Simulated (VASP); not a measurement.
# GaN (I-4m2) in VASP: further runs

GaN is run at these levels: r2SCAN; tasks: single point.

Program: VASP 6.6.1. These are calculated values, not measurements. Logs are shortened: lines on timing, memory, paths and dates and some standing lists are left out, and cuts for length are marked.

### Step 1. The cell of the first run

The structure is tetragonal, space group I-4m2 (No. 119). Conventional cell: a = 3.180 Å, b = 3.180 Å, c = 4.610 Å, α = 90.00°, β = 90.00°, γ = 90.00°. Within 2.6 Å of Ga (site symmetry -4m2) lie 4 N at 1.96 Å. Within 2.6 Å of N (site symmetry -4m2) lie 4 Ga at 1.96 Å.

### Step 2. Single point, r2SCAN (uniaxial z strain +2.5%)

Contents of POSCAR:

```
GaN
1.0
    0.0000000000      2.2489525436      2.3051763572
    2.2489525436      0.0000000000      2.3051763572
    2.2489525436      2.2489525436      0.0000000000
Ga N
1 1
Direct
    0.0000000000      0.0000000000      0.0000000000
    0.2500000000      0.2500000000      0.2500000000
```

Contents of INCAR.step1:

```
  ALGO = Normal
  EDIFF = 1E-5
  ENCUT = 910
  GGA = PE
  GGA_COMPAT = False
  ISMEAR = 0
  LASPH = True
  LCHARG = False
  LREAL = False
  LWAVE = True
  NBANDS = 16
  NELM = 120
  PREC = Accurate
  SIGMA = 0.01
```

Contents of INCAR.step2:

```
  ALGO = Normal
  EDIFF = 1E-6
  ENCUT = 910
  GGA_COMPAT = False
  ISIF = 2
  ISMEAR = 0
  ISTART = 1
  LASPH = True
  LCHARG = False
  LMIXTAU = True
  LREAL = False
  LWAVE = False
  METAGGA = R2SCAN
  NBANDS = 16
  NELM = 120
  PREC = Accurate
  SIGMA = 0.01
```

Contents of KPOINTS:

```
k-points
0
Gamma
  10 10 10
```

Potentials or basis: VASP PAW PBE potentials, release 64 (Ga_d, N_h).

On the command line:

```sh
> cat potpaw_PBE.64/Ga_d/POTCAR potpaw_PBE.64/N_h/POTCAR > POTCAR
> cp INCAR.step1 INCAR
> mpirun -np 1 vasp_std > vasp.out
> cp INCAR.step2 INCAR
> mpirun -np 1 vasp_std > vasp.out
```

OUTCAR:

```text
EDIFF = 1E-6
   ENCUT = 910
   ISIF = 2
   ISMEAR = 0
   ISTART = 1
   LASPH = True
   LREAL = False
   METAGGA = R2SCAN
   NELM = 120
   PREC = Accurate

 ion  position               nearest neighbor table
   1  0.000  0.000  0.000-   2 1.96   2 1.96   2 1.96   2 1.96
   2  0.250  0.250  0.250-   1 1.96   1 1.96   1 1.96   1 1.96

  LATTYP: Found a body centered tetragonal cell.
 ALAT       =     3.1804991883
 C/A-ratio  =     1.4495689014

  Lattice vectors:

 A1 = (  -2.2489525436,   0.0000000000,   2.3051763572)
 A2 = (   2.2489525436,   0.0000000000,   2.3051763572)
 A3 = (   0.0000000000,   2.2489525436,  -2.3051763572)

Analysis of symmetry for initial positions (statically):
=====================================================================
 Subroutine PRICEL returns:
 Original cell was already a primitive cell.

 Routine SETGRP: Setting up the symmetry group for a
 body centered tetragonal supercell.

 Subroutine GETGRP returns: Found  8 space group operations
 (whereof  8 operations were pure point group operations)
 out of a pool of 16 trial point group operations.

The static configuration has the point symmetry D_2d.

Analysis of symmetry for dynamics (positions and initial velocities):
=====================================================================
 Subroutine PRICEL returns:
 Original cell was already a primitive cell.

 Routine SETGRP: Setting up the symmetry group for a
 body centered tetragonal supercell.

 Subroutine GETGRP returns: Found  8 space group operations
 (whereof  8 operations were pure point group operations)
 out of a pool of 16 trial point group operations.

The dynamic configuration has the point symmetry D_2d.

 Subroutine INISYM returns: Found  8 space group operations
 (whereof  8 operations are pure point group operations),
 and found     1 'primitive' translations

----------------------------------------------------------------------------------------

                                     Primitive cell

  volume of cell :      23.3182

  direct lattice vectors                    reciprocal lattice vectors
     0.000000000  2.248952544  2.305176357    -0.222325723  0.222325723  0.216903144
     2.248952544  0.000000000  2.305176357     0.222325723 -0.222325723  0.216903144
     2.248952544  2.248952544  0.000000000     0.222325723  0.222325723 -0.216903144

  length of vectors
     3.220500828  3.220500828  3.180499188     0.381974381  0.381974381  0.381974381

  position of ions in fractional coordinates (direct lattice)
     0.000000000  0.000000000  0.000000000
     0.250000000  0.250000000  0.250000000

  ion indices of the primitive-cell ions
   primitive index   ion index
                 1           1
                 2           2

----------------------------------------------------------------------------------------

 KPOINTS: k-points

Automatic generation of k-mesh.
 Grid dimensions read from file:
 generate k-points for:   10   10   10

 Generating k-lattice:

  Cartesian coordinates                     Fractional coordinates (reciprocal lattice)
    -0.022232572  0.022232572  0.021690314     0.100000000  0.000000000  0.000000000
     0.022232572 -0.022232572  0.021690314     0.000000000  0.100000000  0.000000000
     0.022232572  0.022232572 -0.021690314     0.000000000  0.000000000  0.100000000

  Length of vectors
     0.038197438  0.038197438  0.038197438

  Shift w.r.t. Gamma in fractional coordinates (k-lattice)
     0.000000000  0.000000000  0.000000000

 Subroutine IBZKPT returns following result:
 ===========================================

 Found    102 irreducible k-points:

 Following reciprocal coordinates:
            Coordinates               Weight
  0.000000  0.000000  0.000000      1.000000
  0.100000  0.000000  0.000000      8.000000
  0.200000  0.000000  0.000000      8.000000
  0.300000  0.000000  0.000000      8.000000
  0.400000 -0.000000  0.000000      8.000000
  0.500000  0.000000  0.000000      4.000000
[... 16 lines left out ...]
  0.300000  0.300000  0.000000      2.000000
  0.400000  0.300000  0.000000      8.000000
 [... further k-points ...]
   k-points           NKPTS =    102   k-points in BZ     NKDIM =    102   number of bands    NBANDS=     16
   number of dos      NEDOS =    301   number of ions     NIONS =      2
   total plane-waves  NPLWV =  32768
   dimension x,y,z NGX =    32 NGY =   32 NGZ =   32
   dimension x,y,z NGXF=    64 NGYF=   64 NGZF=   64
   ions per type =               1   1
   NGX,Y,Z   is equivalent  to a cutoff of  16.52, 16.52, 16.73 a.u.
   NGXF,Y,Z  is equivalent  to a cutoff of  33.04, 33.04, 33.45 a.u.
 SYSTEM =  unknown system
   PREC   = accura    normal or accurate (medium, high low for compatibility)
   ISTART =      1    job   : 0-new  1-cont  2-samecut
   ICHARG =      0    charge: 1-file 2-atom 10-const
   ISPIN  =      1    spin polarized calculation?
   LNONCOLLINEAR =      F non collinear calculations
   LSORBIT =      F    spin-orbit coupling
   LASPH  =      T    aspherical Exc in radial PAW
   ENCUT  =  910.0 eV  66.88 Ry    8.18 a.u.   7.92  7.92  7.82*2*pi/ulx,y,z
   NELM   =    120;   NELMIN=  2; NELMDL=  0     # of ELM steps
   EDIFF  = 0.1E-05   stopping-criterion for ELM
   LREAL  =      F    real-space projection
   EDIFFG = 0.1E-04   stopping-criterion for IOM
   NSW    =      0    number of steps for IOM
   IBRION =     -1    ionic relax: 0-MD 1-quasi-New 2-CG
   NFREE  =      0    steps in history (QN), initial steepest desc. (CG)
   ISIF   =      2    stress and relaxation
   ISYM   =      2    0-nonsym 1-usesym 2-fastsym
   POTIM  = 0.5000    time-step for ionic-motion
   TEBEG  =    0.0;   TEEND  =   0.0 temperature during run
   PSTRESS=    0.0 pullay stress
   NELECT =      18.0000    total number of electrons
   NUPDOWN=      -1.0000    fix difference up-down
   EMIN   =  10.00;   EMAX   =-10.00  energy-range for DOS
   EFERMI =   0.00;   METHOD = LEGACY
   ISMEAR =     0;   SIGMA  =   0.01  broadening in eV -4-tet -1-fermi 0-gaus
   EFERMI_NEDOS =   21; number of points for ismear=-14 and -15
   IALGO  =     38    algorithm
   IMIX   =      4    mixing-type and parameters
     AMIX     =   0.40;   BMIX     =  1.00
     AMIX_MAG =   1.60;   BMIX_MAG =  1.00
  volume/ion in A,a.u.               =      11.66        78.68
  Fermi-wavevector in a.u.,A,eV,Ry     =   1.501761  2.837916 30.685021  2.255285
  Thomas-Fermi vector in A             =   2.613089
   LORBIT       =      0    0 simple, 1 ext, 2 COOP (PROOUT), +10 PAW based schemes
   METAGGA = R2SCAN    functional components
   LHFCALC =     F    Hartree Fock is set to
   AEXX    =    0.0000 exact exchange contribution
   IVDW    =     0    specifies the selected vdW correction
   LEPSILON=     F    determine dielectric tensor
   LRPA    =     F    only Hartree local field effects (RPA)
 non-spin polarized calculation
 Gauss-broadening in eV      SIGMA  =   0.01
  energy-cutoff  :      910.00
  volume of cell :       23.32
 maximum number of plane-waves:      1470
   NGX = 15   NGY = 15   NGZ = 15

 number of electron      18.0000003 magnetization

 Free energy of the ion-electron system (eV)
  ---------------------------------------------------
  ext. energy  EPLUGINS =         0.00000000
  ---------------------------------------------------
  free energy    TOTEN  =       -21.88768455 eV

  energy without entropy =      -21.88768455  energy(sigma->0) =      -21.88768455

 E-fermi :   5.2434     XC(G=0): -12.5186

 val. band max:        5.1472952198   @ k =   0.0000   0.0000   0.0000
 cond. band min:       7.0975890590   @ k =   0.0000   0.0000   0.0000
 fundamental gap:      1.9502938392
 Fermi energy:         5.2433772885

 k-point     1 :       0.0000    0.0000    0.0000
  band No.  band energies     occupation
      1     -11.4662      2.00000
      2      -8.7310      2.00000
      3      -8.7051      2.00000
      4      -8.7051      2.00000
      5      -8.3833      2.00000
      6      -8.3830      2.00000
[... 8 lines left out ...]
     15      24.1474      0.00000
     16      24.9698      0.00000

 k-point     2 :       0.1000    0.0000    0.0000
  band No.  band energies     occupation
      1     -11.3598      2.00000
      2      -8.7121      2.00000
      3      -8.6918      2.00000
      4      -8.6691      2.00000
      5      -8.3850      2.00000
      6      -8.3834      2.00000
[... 8 lines left out ...]
     15      23.5382      0.00000
     16      23.5569      0.00000

 k-point     3 :       0.2000    0.0000    0.0000
  band No.  band energies     occupation
      1     -11.0895      2.00000
      2      -8.6779      2.00000
      3      -8.6602      2.00000
      4      -8.5083      2.00000
      5      -8.3856      2.00000
      6      -8.3796      2.00000
[... 8 lines left out ...]
     15      22.5855      0.00000
     16      22.6687      0.00000

 k-point     4 :       0.3000    0.0000    0.0000
  band No.  band energies     occupation
      1     -10.7921      2.00000
      2      -8.6486      2.00000
      3      -8.6306      2.00000
      4      -8.3760      2.00000
      5      -8.3665      2.00000
      6      -8.1309      2.00000
[... 8 lines left out ...]
     15      23.0448      0.00000
     16      23.0681      0.00000
[... 324 lines left out ...]
 k-point    22 :      -0.2000    0.2000    0.0000
  band No.  band energies     occupation
      1     -10.6960      2.00000
      2      -8.6298      2.00000
      3      -8.6037      2.00000
      4      -8.4079      2.00000
      5      -8.3944      2.00000
      6      -7.9498      2.00000
[... 8 lines left out ...]
     15      23.3944      0.00000
     16      26.2155      0.00000

 k-point    23 :       0.3000    0.3000    0.0000
  band No.  band energies     occupation
      1     -10.6239      2.00000
      2      -8.5365      2.00000
      3      -8.5208      2.00000
      4      -8.5208      2.00000
      5      -8.3389      2.00000
      6      -8.0040      2.00000
[... 8 lines left out ...]
     15      28.0900      0.00000
     16      28.4338      0.00000

 k-point    24 :       0.4000    0.3000    0.0000
  band No.  band energies     occupation
      1     -10.4907      2.00000
      2      -8.5579      2.00000
      3      -8.4867      2.00000
      4      -8.4836      2.00000
      5      -8.3308      2.00000
      6      -7.5973      2.00000
[... 8 lines left out ...]
     15      28.2359      0.00000
     16      28.4197      0.00000

 [... further k-points ...]
[... 5 lines left out ...]
  --------------------------------------------------------------------------------------
  -------------------------------------------------------------------------------------
  Total       -0.3795530     -0.3795530     -0.8826559      0.0000000      0.0000000     -0.0000000
  in kB      -26.0788416    -26.0788416    -60.6467168      0.0000000      0.0000000     -0.0000000
  external PRESSURE =     -37.6014667 kB  Pullay stress =       0.0000000 kB

 VOLUME and BASIS-vectors are now :
 -----------------------------------------------------------------------------
  energy-cutoff  :      910.00
  volume of cell :       23.32
      direct lattice vectors                 reciprocal lattice vectors
     0.000000000  2.248952544  2.305176357    -0.222325723  0.222325723  0.216903144
     2.248952544  0.000000000  2.305176357     0.222325723 -0.222325723  0.216903144
     2.248952544  2.248952544  0.000000000     0.222325723  0.222325723 -0.216903144

 POSITION                                       TOTAL-FORCE (eV/Angst)
 -----------------------------------------------------------------------------------
      0.00000      0.00000      0.00000         0.000000      0.000000      0.000000
      1.12448      1.12448      1.15259        -0.000000     -0.000000     -0.000000
 -----------------------------------------------------------------------------------
    total drift:                               -0.000000     -0.000000     -0.000000

  FREE ENERGIE OF THE ION-ELECTRON SYSTEM (eV)
  ---------------------------------------------------
  free  energy   TOTEN  =       -21.8876845476 eV

  energy  without entropy=      -21.8876845476  energy(sigma->0) =      -21.88768455
```

Run time: 1.8 min. Hardware: 1 thread of Intel Xeon 6975P-C (Granite Rapids), shared host; peak memory 0.24 GiB.

What came out:

| Quantity | Value |
| --- | --- |
| Free energy | -21.8877 eV |
| Pressure | -3.8 GPa |
| Band gap on the k mesh | 1.95 eV |

Caveat: the cell differs from its parent crystal (uniaxial z strain +2.5%); the cutoff is under 1.25 times the usual one of these potentials, so pressure, stress and relaxed cells hold a basis-set (Pulay) error; the cell stands under tension; the PAW data sets were made with another functional, which shifts forces and pressure a little.

[end of part 1 of 2]
